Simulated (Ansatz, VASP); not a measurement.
Two plane-wave programs on Os

Contents of INCAR:

```
PREC     = Accurate       # precision mode
ENCUT    = 520            # plane-wave cutoff, eV
EDIFF    = 1E-7           # SCF threshold, eV
ISMEAR   = -1             # smearing method
SIGMA    = 0.1            # smearing width, eV
LREAL    = F              # projectors in reciprocal space
LASPH    = T              # aspherical terms in the spheres
NELM     = 80             # most SCF steps
ALGO     = Normal         # electronic algorithm
ISIF     = 2              # what is computed and relaxed
LWAVE    = F              # write WAVECAR
LCHARG   = T              # write CHGCAR
GGA      = B5             # functional
ALDAX    = 1.0          
AGGAX    = 1.0          
AGGAC    = 1.0          
ALDAC    = 0.0          
LELF     = T              # ELF
LVHAR    = T            
NBANDS   = 10             # bands
```

KPOINTS

```
Automatic mesh
0
Gamma
  14 14 14
```

Contents of POSCAR:

```
Os
1.0
    2.5976447518      0.0000000000      0.0000000000
    0.0000000000      2.5976447518      0.0000000000
    0.0000000000      0.0000000000      2.5976447518
Os
1
Direct
    0.0000000000      0.0000000000      0.0000000000
```

Input for Ansatz:

```yaml
crystal:
  lattice:
    - [2.5976447518, 0.0, 0.0]
    - [0.0, 2.5976447518, 0.0]
    - [0.0, 0.0, 2.5976447518]
  atoms:
    - { symbol: Os, position: [0.0, 0.0, 0.0] }
hamiltonian:
  xc: blyp
  pseudopotentials:
    kind: paw
    azcp:
      Os: "pseudopotentials/Os.paw.azcp"
basis:
  ecutwfc: 420
  fft_grid_basis: typed
kpoints:
  mp_grid: { grid: [14, 14, 14], shift: [0, 0, 0] }
magnetization:
  spin_polarized: false
scf:
  occupations: { method: fermi_dirac, width: 0.1 }
  lower_state_search: "off"
output:
  stress: true
  write_density: true
  write_potential: true
  elf: true
  volumetric_format: npy
```

Alike in both runs: task single point; functional BLYP; k mesh 14 × 14 × 14; occupations fermi-dirac, width 0.1 eV; no spin polarisation.

```csv
,VASP,Ansatz
version,VASP 6.6.1,Ansatz 0.2.0
potentials or method,"VASP PAW PBE potentials, release 64 (Os), cutoff 520 eV","plane waves (420 eV) with PAW, scalar-relativistic"
valence electrons in the cell,8,16
```

```tsv
	VASP	Ansatz	Ansatz less VASP
pressure (GPa)	2.1	0.4	-1.65
```

VASP's potentials were made for PBE, not for BLYP. VASP's potentials hold 8 valence electrons a cell and Ansatz's 16, so a difference there can come from the potentials and not from the codes.

Neither program's run includes spin-orbit coupling.
